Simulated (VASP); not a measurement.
# Sc3W (Fm-3m) in VASP: a series of runs

Runs on Sc3W. Level: PBE. Tasks: single point, relaxation of cell and atoms.

All numbers are computed with VASP 6.6.1; they aren't measurements. Logs are shortened: lines on timing, memory, paths and dates and some standing lists are left out, and cuts for length are marked.

**1. The cell of the first run**

It takes space group Fm-3m (No. 225, cubic). Conventional cell: a = 6.426 Å, b = 6.426 Å, c = 6.426 Å, α = 90.00°, β = 90.00°, γ = 90.00°. Sc (site symmetry -43m) has 10 Sc at 2.78 to 3.21 Å and 4 W at 2.78 Å within 3.7 Å. Within 3.7 Å of Sc (site symmetry m-3m) lie 8 Sc at 2.78 Å and 6 W at 3.21 Å. Within 3.7 Å of W (site symmetry m-3m) lie 14 Sc at 2.78 to 3.21 Å.

**2. Single point, PBE**

File INCAR:

```
PREC     = Accurate       # precision mode
ENCUT    = 520            # plane-wave cutoff, eV
EDIFF    = 1E-6           # SCF threshold, eV
ISMEAR   = 0              # smearing method
SIGMA    = 0.1            # smearing width, eV
LREAL    = F              # projectors in reciprocal space
LASPH    = T              # aspherical terms in the spheres
NELM     = 60             # most SCF steps
ALGO     = Normal         # electronic algorithm
ISIF     = 2              # what is computed and relaxed
LWAVE    = F              # write WAVECAR
LCHARG   = T              # write CHGCAR
GGA      = PE             # functional
LELF     = T              # ELF
LVHAR    = T            
NBANDS   = 32             # bands
```

File KPOINTS:

```
regular mesh
0
Gamma
  6 6 6
```

File POSCAR:

```
Sc3W
1.0
    0.0000000000      3.2129151000      3.2129151000
    3.2129151000      0.0000000000      3.2129151000
    3.2129151000      3.2129151000      0.0000000000
Sc W
3 1
Direct
    0.2500000000      0.2500000000      0.2500000000
    0.7500000000      0.7500000000      0.7500000000
    0.5000000000      0.5000000000      0.5000000000
    0.0000000000      0.0000000000      0.0000000000
```

Potentials or basis: VASP PAW PBE potentials, release 64 (Sc_sv, W_sv).

Launch:

```bash
cat potpaw_PBE.64/Sc_sv/POTCAR potpaw_PBE.64/W_sv/POTCAR > POTCAR
mpirun -np 1 vasp_std > vasp.out
```

OUTCAR:

```text
PREC = Accurate
   ENCUT = 520
   EDIFF = 1E-6
   ISMEAR = 0
   LREAL = F
   LASPH = T
   NELM = 60
   ISIF = 2
   GGA = PE

 ion  position               nearest neighbor table
   1  0.250  0.250  0.250-   4 2.78   4 2.78   4 2.78   3 2.78   4 2.78   3 2.78   3 2.78   3 2.78
                             2 3.21   2 3.21   2 3.21   2 3.21   2 3.21   2 3.21
   2  0.750  0.750  0.750-   3 2.78   3 2.78   3 2.78   3 2.78   4 2.78   4 2.78   4 2.78   4 2.78
                             1 3.21   1 3.21   1 3.21   1 3.21   1 3.21   1 3.21
   3  0.500  0.500  0.500-   1 2.78   1 2.78   1 2.78   1 2.78   2 2.78   2 2.78   2 2.78   2 2.78
                             4 3.21   4 3.21   4 3.21   4 3.21   4 3.21   4 3.21
   4  0.000  0.000  0.000-   2 2.78   2 2.78   2 2.78   1 2.78   2 2.78   1 2.78   1 2.78   1 2.78
                             3 3.21   3 3.21   3 3.21   3 3.21   3 3.21   3 3.21

  LATTYP: Found a face centered cubic cell.
 ALAT       =     6.4258302000

  Lattice vectors:

 A1 = (   0.0000000000,   3.2129151000,   3.2129151000)
 A2 = (   3.2129151000,   0.0000000000,   3.2129151000)
 A3 = (   3.2129151000,   3.2129151000,   0.0000000000)

Analysis of symmetry for initial positions (statically):
=====================================================================
 Subroutine PRICEL returns:
 Original cell was already a primitive cell.

 Routine SETGRP: Setting up the symmetry group for a
 face centered cubic supercell.

 Subroutine GETGRP returns: Found 48 space group operations
 (whereof 48 operations were pure point group operations)
 out of a pool of 48 trial point group operations.

The static configuration has the point symmetry O_h .

Analysis of symmetry for dynamics (positions and initial velocities):
=====================================================================
 Subroutine PRICEL returns:
 Original cell was already a primitive cell.

 Routine SETGRP: Setting up the symmetry group for a
 face centered cubic supercell.

 Subroutine GETGRP returns: Found 48 space group operations
 (whereof 48 operations were pure point group operations)
 out of a pool of 48 trial point group operations.

The dynamic configuration has the point symmetry O_h .

 Subroutine INISYM returns: Found 48 space group operations
 (whereof 48 operations are pure point group operations),
 and found     1 'primitive' translations

----------------------------------------------------------------------------------------

                                     Primitive cell

  volume of cell :      66.3327

  direct lattice vectors                    reciprocal lattice vectors
     0.000000000  3.212915100  3.212915100    -0.155621915  0.155621915  0.155621915
     3.212915100  0.000000000  3.212915100     0.155621915 -0.155621915  0.155621915
     3.212915100  3.212915100  0.000000000     0.155621915  0.155621915 -0.155621915

  length of vectors
     4.543748109  4.543748109  4.543748109     0.269545063  0.269545063  0.269545063

  position of ions in fractional coordinates (direct lattice)
     0.250000000  0.250000000  0.250000000
     0.750000000  0.750000000  0.750000000
     0.500000000  0.500000000  0.500000000
     0.000000000  0.000000000  0.000000000

  ion indices of the primitive-cell ions
   primitive index   ion index
                 1           1
                 2           2
                 3           3
                 4           4

----------------------------------------------------------------------------------------

 KPOINTS: regular mesh

Automatic generation of k-mesh.
 Grid dimensions read from file:
 generate k-points for:    6    6    6

 Generating k-lattice:

  Cartesian coordinates                     Fractional coordinates (reciprocal lattice)
    -0.025936986  0.025936986  0.025936986     0.166666667  0.000000000  0.000000000
     0.025936986 -0.025936986  0.025936986     0.000000000  0.166666667  0.000000000
     0.025936986  0.025936986 -0.025936986     0.000000000  0.000000000  0.166666667

  Length of vectors
[... 48 lines left out ...]
  ext. energy  EPLUGINS =         0.00000000
  ---------------------------------------------------
  free energy    TOTEN  =       -29.40561187 eV

  energy without entropy =      -29.39069814  energy(sigma->0) =      -29.39815501

 E-fermi :   7.2697     XC(G=0): -12.0341

 val. band max:        7.2123914052   @ k =   0.5000   0.1667   0.0000
 cond. band min:       7.3194823671   @ k =  -0.3333   0.3333   0.0000
 fundamental gap:      0.1070909619
 Fermi energy:         7.2697197903

 k-point     1 :       0.0000    0.0000    0.0000
  band No.  band energies     occupation
      1     -65.4597      2.00000
      2     -41.6878      2.00000
      3     -40.9059      2.00000
      4     -40.8681      2.00000
      5     -29.7685      2.00000
      6     -29.7685      2.00000
[... 24 lines left out ...]
     31      11.6456      0.00000
     32      11.6456      0.00000

 k-point     2 :       0.1667    0.0000    0.0000
  band No.  band energies     occupation
      1     -65.4597      2.00000
      2     -41.6800      2.00000
      3     -40.9095      2.00000
      4     -40.8738      2.00000
      5     -29.7692      2.00000
      6     -29.7692      2.00000
[... 24 lines left out ...]
     31      11.5952      0.00000
     32      11.6052      0.00000

 k-point     3 :       0.3333    0.0000    0.0000
  band No.  band energies     occupation
      1     -65.4596      2.00000
      2     -41.6641      2.00000
      3     -40.9136      2.00000
      4     -40.8887      2.00000
      5     -29.7707      2.00000
      6     -29.7707      2.00000
[... 24 lines left out ...]
     31      11.1228      0.00000
     32      11.5198      0.00000

 k-point     4 :       0.5000    0.0000    0.0000
  band No.  band energies     occupation
      1     -65.4595      2.00000
      2     -41.6559      2.00000
      3     -40.9110      2.00000
      4     -40.9010      2.00000
      5     -29.7714      2.00000
      6     -29.7714      2.00000
[... 374 lines left out ...]
     31      10.8768      0.00000
     32      10.9862      0.00000

 k-point    15 :      -0.3333    0.3333    0.1667
  band No.  band energies     occupation
      1     -65.4595      2.00000
      2     -41.6477      2.00000
      3     -40.9120      2.00000
      4     -40.9095      2.00000
      5     -29.7741      2.00000
      6     -29.7682      2.00000
[... 24 lines left out ...]
     31      10.6682      0.00000
     32      10.6895      0.00000

 k-point    16 :      -0.3333    0.5000    0.1667
  band No.  band energies     occupation
      1     -65.4594      2.00000
      2     -41.6449      2.00000
      3     -40.9204      2.00000
      4     -40.9043      2.00000
      5     -29.7755      2.00000
      6     -29.7717      2.00000
[... 24 lines left out ...]
     31      10.7936      0.00000
     32      11.0153      0.00000

------------------------ aborting loop because EDIFF is reached ----------------------------------------

  FORCE on cell =-STRESS in cart. coord.  units (eV):
  Direction    XX          YY          ZZ          XY          YZ          ZX
  --------------------------------------------------------------------------------------
  -------------------------------------------------------------------------------------
  Total       11.2938214     11.2938214     11.2938214      0.0000000      0.0000000      0.0000000
  in kB      272.7870516    272.7870516    272.7870516      0.0000000      0.0000000      0.0000000
  external PRESSURE =     272.7870516 kB  Pullay stress =       0.0000000 kB

 VOLUME and BASIS-vectors are now :
 -----------------------------------------------------------------------------
  energy-cutoff  :      520.00
  volume of cell :       66.33
      direct lattice vectors                 reciprocal lattice vectors
     0.000000000  3.212915100  3.212915100    -0.155621915  0.155621915  0.155621915
     3.212915100  0.000000000  3.212915100     0.155621915 -0.155621915  0.155621915
     3.212915100  3.212915100  0.000000000     0.155621915  0.155621915 -0.155621915

 POSITION                                       TOTAL-FORCE (eV/Angst)
 -----------------------------------------------------------------------------------
      1.60646      1.60646      1.60646        -0.000000     -0.000000     -0.000000
      4.81937      4.81937      4.81937         0.000000      0.000000      0.000000
      3.21292      3.21292      3.21292         0.000000     -0.000000      0.000000
      0.00000      0.00000      0.00000        -0.000000     -0.000000      0.000000
 -----------------------------------------------------------------------------------
    total drift:                                0.000000      0.000000      0.000000

  FREE ENERGIE OF THE ION-ELECTRON SYSTEM (eV)
  ---------------------------------------------------
  free  energy   TOTEN  =       -29.4056118700 eV

  energy  without entropy=      -29.3906981442  energy(sigma->0) =      -29.39815501
```

It took 74 s on 1 thread of Oxide Virtual Turin-like, shared host; peak memory 0.18 GiB.

What came out:

```
Free energy : -29.4056 eV
Pressure    : 27.3 GPa
```

Caveat: spin-orbit coupling is left out, which moves the levels of the heavy elements.

**3. Single point, PBE**

This run uses another cell than the first one, of 20.39 Å³/atom, 1.229 times its volume.

File INCAR:

```
SYSTEM = Sc3W
PREC = Accurate
ENCUT = 520
EDIFF = 1E-7
ISMEAR = 0
SIGMA = 0.1
LREAL = .FALSE.
LASPH = .TRUE.
NELM = 80
ALGO = Normal
ISIF = 2
LWAVE = .FALSE.
LCHARG = .FALSE.
GGA = PE
NBANDS = 32
```

File KPOINTS:

```
Automatic mesh
0
G
  6 6 6
  0 0 0
```

File POSCAR:

```
Sc3W
1.0
    0.0000000000      3.4419384066      3.4419384066
    3.4419384066      0.0000000000      3.4419384066
    3.4419384066      3.4419384066      0.0000000000
Sc W
3 1
Direct
    0.2500000000      0.2500000000      0.2500000000
    0.7500000000      0.7500000000      0.7500000000
    0.5000000000      0.5000000000      0.5000000000
    0.0000000000      0.0000000000      0.0000000000
```

Potentials or basis: VASP PAW PBE potentials, release 64 (Sc_sv, W_sv).

Launch:

```bash
cat potpaw_PBE.64/Sc_sv/POTCAR potpaw_PBE.64/W_sv/POTCAR > POTCAR
mpirun -np 1 vasp_std > vasp.out
```

It took 62 s on 1 thread of Oxide Virtual Turin-like, shared host; peak memory 0.18 GiB.

The run converged. Its results:

- Free energy: -30.5301 eV
- Pressure: 0.2 GPa

Levels at points of the mesh, in eV from the Fermi level:
```csv
k point,band 19,band 20,band 21,band 22,band 23,band 24,band 25,band 26,band 27,band 28
"(0.00, 0.00, 0.00)",-2.10,-0.94,-0.94,-0.94,-0.07,-0.07,-0.07,1.43,1.43,1.43
"(0.50, 0.00, 0.00)",-1.14,-1.14,-0.72,-0.47,-0.47,-0.40,-0.40,0.30,0.49,0.49
"(0.50, 0.50, 0.00)",-2.48,-2.28,-0.43,-0.40,-0.40,0.77,1.06,1.06,1.34,1.34
```

Caveat: spin-orbit coupling is left out, which moves the levels of the heavy elements.

**4. Relaxation of cell and atoms, PBE**

File INCAR:

```
SYSTEM = Sc3W
PREC = Accurate ; ENCUT = 600
EDIFF = 1E-6 ; ISMEAR = 0
SIGMA = 0.1 ; LREAL = .FALSE.
LASPH = .TRUE. ; NELM = 60
ALGO = Normal ; ISIF = 3
LWAVE = .FALSE. ; LCHARG = .FALSE.
GGA = PE ; IBRION = 2
NSW = 90 ; EDIFFG = -0.04
```

KPOINTS is that of step 3.

File POSCAR:

```
Sc3W
1.0
    0.0000000000      3.2129151000      3.2129151000
    3.2129151000      0.0000000000      3.2129151000
    3.2129151000      3.2129151000      0.0000000000
Sc W
3 1
Direct
    0.2500000000      0.2500000000      0.2500000000
    0.7500000000      0.7500000000      0.7500000000
    0.5000000000      0.5000000000      0.5000000000
    0.0000000000      0.0000000000      0.0000000000
```

Launch:

```bash
cat potpaw_PBE.64/Sc_sv/POTCAR potpaw_PBE.64/W_sv/POTCAR > POTCAR
mpirun -np 1 vasp_std > vasp.out
```

It took 3.3 min on 1 thread of Oxide Virtual Turin-like, shared host; peak memory 0.2 GiB.

Results (log left out):

```
Free energy                            : -30.5257 eV
Relaxed volume                         : 20.51 Å³/atom
Relaxed cell                           : a = 4.877 Å, b = 4.877 Å, c = 4.877 Å, α = 60.00°, β = 60.00°, γ = 60.00°
Space group after relaxing (to 0.05 Å) : Fm-3m (No. 225)
Energy gained by relaxing              : 279.6 meV/atom
Ionic steps                            : 3
Pressure after relaxing                : -0.3 GPa
```

Step by step:
```tsv
step	energy change (eV)	largest force (eV/Å)	pressure (GPa)	volume (Å³)
1	0.0000	0.0000	27.33	66.33
2	-0.4868	0.0000	-11.29	97.37
3	-1.1184	0.0000	-0.29	82.02
```

Final structure:
```
CELL_PARAMETERS angstrom
0.00000 3.44851 3.44851
3.44851 0.00000 3.44851
3.44851 3.44851 0.00000
ATOMIC_POSITIONS crystal
Sc 0.25000 0.25000 0.25000
Sc 0.75000 0.75000 0.75000
Sc 0.50000 0.50000 0.50000
W 0.00000 0.00000 0.00000
```

Levels at points of the mesh, in eV from the Fermi level:
```tsv
k point	band 20	band 21	band 22	band 23	band 24	band 25	band 26	band 27
(0.00, 0.00, 0.00)	-0.94	-0.94	-0.94	-0.07	-0.07	-0.07	1.43	1.43
(0.50, 0.00, 0.00)	-1.13	-0.71	-0.47	-0.47	-0.40	-0.40	0.30	0.49
(0.50, 0.50, 0.00)	-2.28	-0.42	-0.39	-0.39	0.78	1.04	1.04	1.33
```

Caveat: the volume moved by over 15 % at a fixed basis, so the end points are rough; spin-orbit coupling is left out, which moves the levels of the heavy elements.

**5. Single point, PBE**

This run uses another cell than the first one, of 20.41 Å³/atom, 1.231 times its volume.

File INCAR:

```
SYSTEM = Sc3W
PREC = Accurate ; ENCUT = 520
EDIFF = 1E-7 ; ISMEAR = 0
SIGMA = 0.1 ; LREAL = .FALSE.
LASPH = .TRUE. ; NELM = 80
ALGO = Fast ; ISIF = 2
LWAVE = .FALSE. ; LCHARG = .FALSE.
GGA = PE ; NBANDS = 32
```

File KPOINTS:

```
Automatic mesh
0
G
  12 12 12
  0 0 0
```

File POSCAR:

```
Sc3W
1.0
    0.0000000000      3.4429405338      3.4429405338
    3.4429405338      0.0000000000      3.4429405338
    3.4429405338      3.4429405338      0.0000000000
Sc W
3 1
Direct
    0.2500000000      0.2500000000      0.2500000000
    0.7500000000      0.7500000000      0.7500000000
    0.5000000000      0.5000000000      0.5000000000
    0.0000000000      0.0000000000      0.0000000000
```

Launch:

```bash
cat potpaw_PBE.64/Sc_sv/POTCAR potpaw_PBE.64/W_sv/POTCAR > POTCAR
mpirun -np 1 vasp_std > vasp.out
```

Run time: 8.5 min. Hardware: 1 thread of Oxide Virtual Turin-like, shared host; peak memory 0.28 GiB.

It converged, with:

```yaml
Free_energy: -30.5258 eV
Pressure: 0.1 GPa
```

Levels at points of the mesh, in eV from the Fermi level:
| k point | band 19 | band 20 | band 21 | band 22 | band 23 | band 24 | band 25 | band 26 | band 27 | band 28 |
| --- | --- | --- | --- | --- | --- | --- | --- | --- | --- | --- |
| (0.00, 0.00, 0.00) | -2.09 | -0.93 | -0.93 | -0.93 | -0.06 | -0.06 | -0.06 | 1.45 | 1.45 | 1.45 |
| (0.50, 0.00, 0.00) | -1.13 | -1.13 | -0.70 | -0.46 | -0.46 | -0.39 | -0.39 | 0.31 | 0.50 | 0.50 |
| (0.50, 0.50, 0.00) | -2.47 | -2.27 | -0.41 | -0.39 | -0.39 | 0.79 | 1.06 | 1.06 | 1.35 | 1.35 |

Caveat: spin-orbit coupling is left out, which moves the levels of the heavy elements.

**6. Relaxation of cell and atoms, PBE**

This run uses another cell than the first one, of 20.39 Å³/atom, 1.229 times its volume.

File INCAR:

```
PREC = Accurate
ENCUT = 600
EDIFF = 1E-7
ISMEAR = 0
SIGMA = 0.1
LREAL = False
LASPH = True
NELM = 60
ALGO = Fast
ISIF = 3
LWAVE = False
LCHARG = False
GGA = PE
IBRION = 2
NSW = 100
EDIFFG = -0.01
```

File KPOINTS:

```
regular mesh
0
Gamma
  12 12 12
```

File POSCAR:

```
Sc3W
1.0
    0.0000000000      3.4419384066      3.4419384066
    3.4419384066      0.0000000000      3.4419384066
    3.4419384066      3.4419384066      0.0000000000
Sc W
3 1
Direct
    0.2500000000      0.2500000000      0.2500000000
    0.7500000000      0.7500000000      0.7500000000
    0.5000000000      0.5000000000      0.5000000000
    0.0000000000      0.0000000000      0.0000000000
```

Potentials or basis: VASP PAW PBE potentials, release 64 (Sc_sv, W_sv).

Launch:

```bash
cat potpaw_PBE.64/Sc_sv/POTCAR potpaw_PBE.64/W_sv/POTCAR > POTCAR
mpirun -np 1 vasp_std > vasp.out
```

Wall time 16 min (1 thread of Oxide Virtual Turin-like, shared host); peak memory 0.34 GiB.

Results (log left out):

```yaml
Free_energy: -30.5267 eV
Relaxed_volume: 20.44 Å³/atom
Relaxed_cell: a = 4.872 Å, b = 4.872 Å, c = 4.872 Å, α = 60.00°, β = 60.00°, γ = 60.00°
Space_group_after_relaxing_to_0.05_Å: Fm-3m (No. 225)
Energy_gained_by_relaxing: 0.0 meV/atom
Ionic_steps: 3
Pressure_after_relaxing: 0.0 GPa
```

Step by step:
| step | energy change (eV) | largest force (eV/Å) | pressure (GPa) | volume (Å³) |
| --- | --- | --- | --- | --- |
| 1 | 0.0000 | 0.0000 | 0.25 | 81.55 |
| 2 | -0.0001 | 0.0000 | -0.16 | 81.93 |
| 3 | -0.0002 | 0.0000 | 0.02 | 81.78 |

Final structure:
```yaml
crystal:
  lattice:
    - [0.00000, 3.44512, 3.44512]
    - [3.44512, 0.00000, 3.44512]
    - [3.44512, 3.44512, 0.00000]
  atoms:
    - { symbol: Sc, position: [0.25000, 0.25000, 0.25000] }
    - { symbol: Sc, position: [0.75000, 0.75000, 0.75000] }
    - { symbol: Sc, position: [0.50000, 0.50000, 0.50000] }
    - { symbol: W, position: [0.00000, 0.00000, 0.00000] }
```

Levels at points of the mesh, in eV from the Fermi level:
```
           k point  band 20  band 21  band 22  band 23  band 24  band 25  band 26  band 27
(0.00, 0.00, 0.00)    -0.93    -0.93    -0.93    -0.06    -0.06    -0.06     1.44     1.44
(0.50, 0.00, 0.00)    -1.12    -0.70    -0.46    -0.46    -0.39    -0.39     0.31     0.50
(0.50, 0.50, 0.00)    -2.27    -0.41    -0.38    -0.38     0.79     1.06     1.06     1.35
```

Caveat: spin-orbit coupling is left out, which moves the levels of the heavy elements.

**7. The runs side by side**

```tsv
task	cell	k mesh	cutoff (eV)	gap on the mesh (eV)	pressure (GPa)	relaxed volume (Å³/atom)
single point	a = 4.544 Å, angles 60.0°, 4 atoms	6 × 6 × 6	520	none	27.3	-
single point	a = 4.868 Å, angles 60.0°, 4 atoms	6 × 6 × 6	520	none	0.2	-
relaxation of cell and atoms	relaxed from a = 4.544 Å, angles 60.0°, 4 atoms	6 × 6 × 6	600	none	-0.3	20.51
single point	a = 4.869 Å, angles 60.0°, 4 atoms	12 × 12 × 12	520	none	0.1	-
relaxation of cell and atoms	relaxed from a = 4.868 Å, angles 60.0°, 4 atoms	12 × 12 × 12	600	none	0.0	20.44
```

Alike in all rows: level PBE; potentials or basis VASP PAW PBE potentials, release 64 (Sc_sv, W_sv); no spin polarisation; smearing gaussian 0.1 eV.

Caveats: spin-orbit coupling is left out, which moves the levels of the heavy elements; the volume moved by over 15 % at a fixed basis, so the end points are rough (some runs).

Absolute energies hang on the potentials; compare differences alone.
